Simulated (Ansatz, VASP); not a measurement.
One calculation of MnO, two programs

```
CELL_PARAMETERS angstrom
0.00000 2.16946 2.16946
2.16946 0.00000 2.16946
2.16946 2.16946 0.00000
ATOMIC_POSITIONS crystal
Mn 0.00000 0.00000 0.00000
O 0.50000 0.50000 0.50000
```

Alike in both runs: task single point; functional PBEsol; k mesh 16 × 16 × 16; occupations gaussian, width 0.1 eV; collinear spin.

```csv
,VASP,Ansatz
version,VASP 6.6.1,Ansatz 0.2.0
potentials or method,"VASP PAW PBE potentials, release 64 (Mn_pv, O), cutoff 520 eV","scalar-relativistic, plane waves, PAW"
valence electrons in the cell,19,21
```

```csv
,VASP,Ansatz,Ansatz less VASP
gap on the k mesh at the Fermi level (eV),none,none,-
pressure (GPa),0.4,0.0,-0.45
net moment per atom (μB),2.26,2.26,+0.001
size of the moment on the site where the two differ most (μB),4.13,3.82,-0.310
```

VASP's potentials were made for PBE, not for PBEsol. Site moments also hang on the region over which each program counts them. A gap of «none» marks a metal or a gap that the smearing closes. With one functional, cell and mesh, what is left measures potentials, basis and numerics. VASP's potentials hold 19 valence electrons a cell and Ansatz's 21, so a difference there can come from the potentials and not from the codes. Ansatz's warnings: stability check not made.
